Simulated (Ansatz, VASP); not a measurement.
**One calculation of Ga3SbP2, two programs**

File INCAR:

```
PREC = Accurate
ENCUT = 500
EDIFF = 1E-6
ISMEAR = -1
SIGMA = 0.02
LREAL = F
LASPH = T
NELM = 120
ALGO = Normal
ISIF = 2
LWAVE = F
LCHARG = T
GGA = PE
LELF = T
LVHAR = T
NBANDS = 41
GGA_COMPAT = F
```

The input KPOINTS:

```
Automatic mesh
0
Gamma
  8 8 8
```

Contents of POSCAR:

```
Ga3SbP2
1.0
   -2.0045871159      6.0132424778      2.8370117884
    2.0045871159     -6.0132424778      2.8370117884
    2.0045871159      6.0132424778     -2.8370117884
P Ga Sb
2 3 1
Direct
    0.3305712817     -0.0000629729      0.3306342546
    0.6693027724     -0.0000629729      0.6693657454
    0.5530536872      0.7326327982      0.8204208889
    0.9122119093      0.7326327982      0.1795791111
    0.2863350992      0.7863350992      0.5000000000
   -0.0014747497     -0.0014747497      0.0000000000
```

Input for Ansatz:

```yaml
crystal:
  lattice:
    - [-2.0045871159, 6.0132424778, 2.8370117884]
    - [2.0045871159, -6.0132424778, 2.8370117884]
    - [2.0045871159, 6.0132424778, -2.8370117884]
  atoms:
    - { symbol: P, position: [0.3305712817, -6.29729e-05, 0.3306342546] }
    - { symbol: Ga, position: [0.5530536872, 0.7326327982, 0.8204208889] }
    - { symbol: P, position: [0.6693027724, -6.29729e-05, 0.6693657454] }
    - { symbol: Ga, position: [0.9122119093, 0.7326327982, 0.1795791111] }
    - { symbol: Sb, position: [-0.0014747497, -0.0014747497, 0.0] }
    - { symbol: Ga, position: [0.2863350992, 0.7863350992, 0.5] }
kpoints:
  mp_grid: { grid: [8, 8, 8] }
  band_path:
    path:
      - [[0.0, 0.0, 0.0], [0.5, -0.5, 0.5], [0.2777825717561, -0.2777825717561, 0.7222174282439]]
      - [[-0.2777825717561, 0.2777825717561, 0.2777825717561], [0.0, 0.0, 0.0], [0.3056473972291, 0.3056473972291, -0.3056473972291]]
      - [[0.6943526027709, -0.3056473972291, 0.3056473972291], [0.5, -0.5, 0.5]]
      - [[0.0, 0.0, 0.0], [1.371794375771e-17, 0.5, -1.371794375771e-17], [0.25, 0.25, 0.25], [0.5, 1.371794375771e-17, 2.1621552703e-17], [0.0, 0.0, 0.0], [1.897541077774e-17, -1.897541077774e-17, 0.5], [0.25, 0.25, 0.25]]
    npoints: 10
hamiltonian:
  xc: pbe
scf:
  occupations: { method: fermi_dirac, width: 0.02 }
  n_extra_bands: 5
output:
  forces: true
  stress: true
  eigenvalues: true
```

Alike in both runs: task single point; functional PBE; k mesh 8 × 8 × 8; occupations fermi-dirac, width 0.02 eV; no spin polarisation.

```csv
,VASP,Ansatz
version,VASP 6.6.1,Ansatz 0.2.0
potentials or method,"VASP PAW PBE potentials, release 64 (P, Ga_d, Sb_d_GW)","plane waves, PAW"
plane-wave cutoff (eV),500,420
valence electrons in the cell,64,64
```

```csv
,VASP,Ansatz,Ansatz less VASP
pressure (GPa),2.2,2.2,0.00
rms of the force components (eV/Å),0.025,0.024,-0.0011
```

The functional is the same, so the differences come from potentials, cutoffs and numerics.

Neither program's run includes spin-orbit coupling.
